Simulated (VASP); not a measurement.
# Ba (Cm) in VASP: single point with LDA

Aim: the single point of Ba with LDA.

Everything below comes from runs of VASP 6.6.1. Logs are shortened: lines on timing, memory, paths and dates and some standing lists are left out, and cuts for length are marked.

## 1. The cell of the first run

Symmetry: Cm, No. 8, monoclinic system. Conventional cell: a = 7.674 Å, b = 11.685 Å, c = 6.990 Å, α = 90.00°, β = 123.29°, γ = 90.00°. Ba (site symmetry 1) has 11 Ba at 4.15 to 4.95 Å within 5.5 Å. Within 5.3 Å of Ba (site symmetry m) lie 11 Ba at 4.06 to 4.87 Å. Within 5.3 Å of Ba (site symmetry m) lie 11 Ba at 4.06 to 4.95 Å.

## 2. Single point, LDA

File INCAR:

```
SYSTEM = Ba
PREC = Accurate
ENCUT = 520
EDIFF = 1E-7
ISMEAR = 1
SIGMA = 0.02
LREAL = .False.
LASPH = .True.
NELM = 60
ALGO = Normal
ISIF = 2
LWAVE = .False.
LCHARG = .True.
GGA = CA
LELF = .True.
LVHAR = .True.
NBANDS = 28
```

File KPOINTS:

```
regular mesh
0
Gamma
  5 5 5
  0 0 0
```

File POSCAR:

```
Ba
1.0
   -4.1311947500      4.1311947500      3.8367706500
    4.1311947500     -4.1311947500      3.8367706500
    4.1311947500      4.1311947500     -3.8367706500
Ba
4
Direct
    0.8181421101      0.6818578899      0.5000000000
    0.1818578899      0.3181421101      0.5000000000
    0.3181421101      0.8181421101      0.1362842202
    0.6948896827      0.1948896827      0.8637157798
```

Potentials or basis: VASP PAW LDA potentials, release 64 (Ba_sv).

The run is started by

```bash
$ cat potpaw_LDA.64/Ba_sv/POTCAR > POTCAR
$ mpirun -np 1 vasp_std > vasp.out
```

OUTCAR:

```text
SYSTEM = Ba
   PREC = Accurate
   ENCUT = 520
   EDIFF = 1E-7
   ISMEAR = 1
   LREAL = .False.
   LASPH = .True.
   NELM = 60
   ISIF = 2
   GGA = CA

 ion  position               nearest neighbor table
   1  0.818  0.682  0.500-   2 4.15   2 4.15   2 4.25   3 4.28   3 4.28   4 4.28   4 4.28
   2  0.182  0.318  0.500-   1 4.15   1 4.15   1 4.25   3 4.28   3 4.28   4 4.28   4 4.28
   3  0.318  0.818  0.136-   4 4.06   4 4.25   4 4.25   1 4.28   2 4.28   1 4.28   2 4.28
   4  0.695  0.195  0.864-   3 4.06   3 4.25   3 4.25   1 4.28   2 4.28   1 4.28   2 4.28

  LATTYP: Found a body centered tetragonal cell.
 ALAT       =     8.2623895000
 C/A-ratio  =     0.9287314886

  Lattice vectors:

 A1 = (  -4.1311947500,   4.1311947500,   3.8367706500)
 A2 = (   4.1311947500,  -4.1311947500,   3.8367706500)
 A3 = (   4.1311947500,   4.1311947500,  -3.8367706500)

Analysis of symmetry for initial positions (statically):
=====================================================================
 Subroutine PRICEL returns:
 Original cell was already a primitive cell.

 Routine SETGRP: Setting up the symmetry group for a
 body centered tetragonal supercell.

 Subroutine GETGRP returns: Found  2 space group operations
 (whereof  1 operations were pure point group operations)
 out of a pool of 16 trial point group operations.

The static configuration has the point symmetry C_1 .
 The point group associated with its full space group is C_1h.

Analysis of symmetry for dynamics (positions and initial velocities):
=====================================================================
 Subroutine PRICEL returns:
 Original cell was already a primitive cell.

 Routine SETGRP: Setting up the symmetry group for a
 body centered tetragonal supercell.

 Subroutine GETGRP returns: Found  2 space group operations
 (whereof  1 operations were pure point group operations)
 out of a pool of 16 trial point group operations.

The dynamic configuration has the point symmetry C_1 .
 The point group associated with its full space group is C_1h.

 Subroutine INISYM returns: Found  2 space group operations
 (whereof  1 operations are pure point group operations),
 and found     1 'primitive' translations

----------------------------------------------------------------------------------------

                                     Primitive cell

  volume of cell :     261.9251

  direct lattice vectors                    reciprocal lattice vectors
    -4.131194750  4.131194750  3.836770650     0.000000000  0.121030363  0.130317928
     4.131194750 -4.131194750  3.836770650     0.121030363  0.000000000  0.130317928
[... 87 lines left out ...]
   ENCUT  =  520.0 eV  38.22 Ry    6.18 a.u.  13.00 13.00 13.00*2*pi/ulx,y,z
   NELM   =     60;   NELMIN=  2; NELMDL= -5     # of ELM steps
   EDIFF  = 0.1E-06   stopping-criterion for ELM
   LREAL  =      F    real-space projection
   EDIFFG = 0.1E-05   stopping-criterion for IOM
   NSW    =      0    number of steps for IOM
   IBRION =     -1    ionic relax: 0-MD 1-quasi-New 2-CG
   NFREE  =      0    steps in history (QN), initial steepest desc. (CG)
   ISIF   =      2    stress and relaxation
   ISYM   =      2    0-nonsym 1-usesym 2-fastsym
   POTIM  = 0.5000    time-step for ionic-motion
   TEBEG  =    0.0;   TEEND  =   0.0 temperature during run
   PSTRESS=    0.0 pullay stress
   NELECT =      40.0000    total number of electrons
   NUPDOWN=      -1.0000    fix difference up-down
   EMIN   =  10.00;   EMAX   =-10.00  energy-range for DOS
   EFERMI =   0.00;   METHOD = LEGACY
   ISMEAR =     1;   SIGMA  =   0.02  broadening in eV -4-tet -1-fermi 0-gaus
   EFERMI_NEDOS =   21; number of points for ismear=-14 and -15
   IALGO  =     38    algorithm
   IMIX   =      4    mixing-type and parameters
     AMIX     =   0.40;   BMIX     =  1.00
     AMIX_MAG =   1.60;   BMIX_MAG =  1.00
  volume/ion in A,a.u.               =      65.48       441.89
  Fermi-wavevector in a.u.,A,eV,Ry     =   0.875056  1.653616 10.418290  0.765723
  Thomas-Fermi vector in A             =   1.994673
   LORBIT       =      0    0 simple, 1 ext, 2 COOP (PROOUT), +10 PAW based schemes
   GGA     = CA    functional components
   LHFCALC =     F    Hartree Fock is set to
   AEXX    =    0.0000 exact exchange contribution
   IVDW    =     0    specifies the selected vdW correction
   LEPSILON=     F    determine dielectric tensor
   LRPA    =     F    only Hartree local field effects (RPA)
 non-spin polarized calculation
 Methfessel and Paxton  Order N= 1 SIGMA  =   0.02
  energy-cutoff  :      520.00
  volume of cell :      261.93
 maximum number of plane-waves:      7086
 NGX is ok and might be reduce to    54
   NGX = 25   NGY = 25   NGZ = 25

 number of electron      40.0000000 magnetization

 Free energy of the ion-electron system (eV)
  ---------------------------------------------------
  ext. energy  EPLUGINS =         0.00000000
  ---------------------------------------------------
  free energy    TOTEN  =        -8.26904229 eV

  energy without entropy =       -8.26865752  energy(sigma->0) =       -8.26891404

 E-fermi :   1.3117     XC(G=0):  -7.4641

 val. band max:        1.3062271623   @ k =  -0.4000   0.4000   0.2000
 cond. band min:       1.3151514743   @ k =  -0.2000  -0.2000   0.2000
 fundamental gap:      0.0089243120
 Fermi energy:         1.3117386472

 k-point     1 :       0.0000    0.0000    0.0000
  band No.  band energies     occupation
      1     -27.6739      2.00000
      2     -27.6195      2.00000
      3     -27.6006      2.00000
      4     -27.6002      2.00000
      5     -13.1025      2.00000
      6     -12.9991      2.00000
[... 733 lines left out ...]
     27       2.4872      0.00000
     28       2.8504      0.00000

 [... further k-points ...]
[... 5 lines left out ...]
  --------------------------------------------------------------------------------------
  -------------------------------------------------------------------------------------
  Total       -2.0801397     -2.0801397     -2.3364567      0.0014792      0.0459678      0.0459678
  in kB      -12.7240663    -12.7240663    -14.2919387      0.0090484      0.2811815      0.2811815
  external PRESSURE =     -13.2466904 kB  Pullay stress =       0.0000000 kB

 VOLUME and BASIS-vectors are now :
 -----------------------------------------------------------------------------
  energy-cutoff  :      520.00
  volume of cell :      261.93
      direct lattice vectors                 reciprocal lattice vectors
    -4.131194750  4.131194750  3.836770650     0.000000000  0.121030363  0.130317928
     4.131194750 -4.131194750  3.836770650     0.121030363  0.000000000  0.130317928
     4.131194750  4.131194750 -3.836770650     0.121030363  0.121030363  0.000000000

 POSITION                                       TOTAL-FORCE (eV/Angst)
 -----------------------------------------------------------------------------------
      1.50258      2.62861      3.83677        -0.091690      0.091100      0.003208
      2.62861      1.50258      0.00000         0.091100     -0.091690      0.003208
      2.62861     -1.50258      3.83677         0.094544      0.094544      0.117571
      1.50258      5.63378      0.10000        -0.093954     -0.093954     -0.123987
 -----------------------------------------------------------------------------------
    total drift:                                0.000026      0.000026     -0.000011

  FREE ENERGIE OF THE ION-ELECTRON SYSTEM (eV)
  ---------------------------------------------------
  free  energy   TOTEN  =        -8.2690422944 eV

  energy  without entropy=       -8.2686575182  energy(sigma->0) =       -8.26891404
```

OSZICAR:

```text
N       E                     dE             d eps       ncg     rms          rms(c)
DAV:   1     0.326145025262E+03    0.32615E+03   -0.16171E+04  2184   0.116E+03
DAV:   2     0.175048973057E+02   -0.30864E+03   -0.30396E+03  3244   0.238E+02
DAV:   3    -0.740832239119E+01   -0.24913E+02   -0.24605E+02  3112   0.695E+01
DAV:   4    -0.831865277009E+01   -0.91033E+00   -0.90710E+00  3332   0.104E+01
DAV:   5    -0.833723341196E+01   -0.18581E-01   -0.18563E-01  3060   0.157E+00    0.350E+00
DAV:   6    -0.828297287318E+01    0.54261E-01   -0.11043E-01  2992   0.113E+00    0.202E+00
DAV:   7    -0.826909774411E+01    0.13875E-01   -0.67469E-02  3040   0.113E+00    0.276E-01
DAV:   8    -0.826901722190E+01    0.80522E-04   -0.42974E-03  3192   0.240E-01    0.580E-02
DAV:   9    -0.826903354376E+01   -0.16322E-04   -0.49980E-04  2832   0.683E-02    0.234E-02
DAV:  10    -0.826904207244E+01   -0.85287E-05   -0.57266E-05  2872   0.300E-02    0.407E-03
DAV:  11    -0.826904229946E+01   -0.22703E-06   -0.23735E-06  3016   0.655E-03    0.205E-03
DAV:  12    -0.826904229443E+01    0.50291E-08   -0.54824E-07  2432   0.306E-03
   1 F= -.82690423E+01 E0= -.82689140E+01  d E =-.384776E-03
```

stdout:

```text
POSCAR found type information on POSCAR Ba
 POSCAR found :  1 types and       4 ions
 scaLAPACK will be used
 LDA part: xc-table for (Slater(with rela. corr.)+CA(PZ))
 , standard interpolation
 POSCAR, INCAR and KPOINTS ok, starting setup
 FFT: planning ... GRIDC
 FFT: planning ... GRID_SOFT
 FFT: planning ... GRID
 WAVECAR not read
 entering main loop
```

Run time: 10 min. Hardware: 1 thread of Oxide Virtual Turin-like, shared host; peak memory 0.39 GiB.

Results:

| Property | Result |
| --- | --- |
| Free energy | -8.2690 eV |
| Pressure | -1.3 GPa |
| Largest force | 0.182 eV/Å |
| Band gap on the k mesh | zero (band 20 reaches 1.51 eV, above the bottom of band 21 at 1.24 eV) |

Forces in eV/Å, atoms in the order of the input:
```
Ba  -0.092  0.091  0.003
Ba   0.091 -0.092  0.003
Ba   0.095  0.095  0.118
Ba  -0.094 -0.094 -0.124
```

Caveat: spin-orbit coupling is left out, which moves the levels of the heavy elements.
